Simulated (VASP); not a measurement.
Write the native input for VASP 6.6.1 that does the following.

- Task: single point
- Functional: PBE
- Potentials or basis: VASP PAW PBE potentials, release 64 (Zn, S)
- Cutoff: 520 eV
- k mesh: 9 × 9 × 4
- Occupations: gaussian, width 0.05 eV
- Spin: no spin polarisation
- Dipole correction: no
- Further INCAR settings: ALGO = Normal; EDIFF = 1e-07; NBANDS = 26

The structure of ZnS lies in POSCAR:

```
ZnS
1.0
    3.7944128042      0.0000000000      0.0000000000
   -1.8972064021      3.2860578809      0.0000000000
    0.0000000000      0.0000000000      6.3037246812
Zn S
2 2
Direct
    0.3333333333      0.6666666667      0.0052003729
    0.6666666667      0.3333333333      0.5052003729
    0.3333333333      0.6666666667      0.3797996271
    0.6666666667      0.3333333333      0.8797996271
```

The input as run:

INCAR

```
SYSTEM = ZnS
  PREC = Accurate
  ENCUT = 520
  EDIFF = 1E-7
  ISMEAR = 0
  SIGMA = 0.05
  LREAL = .False.
  LASPH = .True.
  NELM = 80
  ALGO = Normal
  ISIF = 2
  LWAVE = .False.
  LCHARG = .False.
  GGA = PE
  NBANDS = 26
```

KPOINTS

```
regular mesh
0
Gamma
  9 9 4
  0 0 0
```

Potentials or basis: VASP PAW PBE potentials, release 64 (Zn, S).

Run with:

```sh
$ cat potpaw_PBE.64/Zn/POTCAR potpaw_PBE.64/S/POTCAR > POTCAR
$ mpirun -np 1 vasp_std > vasp.out
```

It gave:

The pressure is 2.2 GPa and the largest force is 0.092 eV/Å. The band gap on the k mesh is 2.17 eV, direct.

Wall time 94 s on 1 thread of AMD EPYC 7R43 64-Core Processor (Zen 3) (shared host), peak memory 0.17 GiB.
